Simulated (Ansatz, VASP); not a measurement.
One calculation of SiC, two programs

The input INCAR:

```
PREC = Accurate
ENCUT = 520
EDIFF = 1E-7
ISMEAR = -1
SIGMA = 0.02
LREAL = False
LASPH = True
NELM = 120
ALGO = Normal
ISIF = 2
LWAVE = False
LCHARG = False
GGA = PE
IBRION = 2
NSW = 80
EDIFFG = -0.02
GGA_COMPAT = False
NELMIN = 4
```

File KPOINTS:

```
Automatic mesh
0
Gamma
  17 17 17
```

The input POSCAR:

```
SiC
1.0
    0.0000000000      2.1790000000      2.1572100000
    2.1790000000      0.0000000000      2.1572100000
    2.1790000000      2.1790000000      0.0000000000
Si C
1 1
Direct
    0.0000000000      0.0000000000      0.0000000000
    0.2500000000      0.2500000000      0.2500000000
```

Input for Ansatz:

```yaml
crystal:
  lattice:
    - [0.0, 2.179, 2.15721]
    - [2.179, 0.0, 2.15721]
    - [2.179, 2.179, 0.0]
  atoms:
    - { symbol: Si, position: [0.0, 0.0, 0.0] }
    - { symbol: C, position: [0.25, 0.25, 0.25] }
kpoints:
  mp_grid: { grid: [17, 17, 17] }
scf:
  occupations: { method: fermi_dirac, width: 0.02 }
hamiltonian:
  xc: pbe
  pseudopotentials: { kind: paw }
output:
  forces: true
  stress: true
  populations: true
  efg: { contact_densities: true }
  write_density: true
  write_potential: true
  elf: true
  volumetric_format: npy
relax:
  f_tol: 0.02
  max_steps: 60
```

Change from the starting cell: z stretched by -1 %, ions relaxed.

Alike in both runs: task relaxation of the atoms; functional PBE; k mesh 17 × 17 × 17; occupations fermi-dirac, width 0.02 eV; no spin polarisation.

|  | VASP | Ansatz |
| --- | --- | --- |
| version | VASP 6.6.1 | Ansatz 0.2.0 |
| potentials or method | VASP PAW PBE potentials, release 64 (Si, C) | plane-wave PAW, scalar-relativistic |
| plane-wave cutoff (eV) | 520 | 420 |
| valence electrons in the cell | 8 | 8 |

Ansatz gave:

| Item | Value |
| --- | --- |
| gap on the k mesh at the Fermi level, each at its own relaxed structure (eV) | 1.29 |

Task: What did VASP give for the same quantities?

Result: gap on the k mesh at the Fermi level, each at its own relaxed structure (eV): 1.28.

Ansatz's warnings: stress scf threshold loose.

Noted on VASP's run: the relaxation stopped at its first step, so nothing moved.
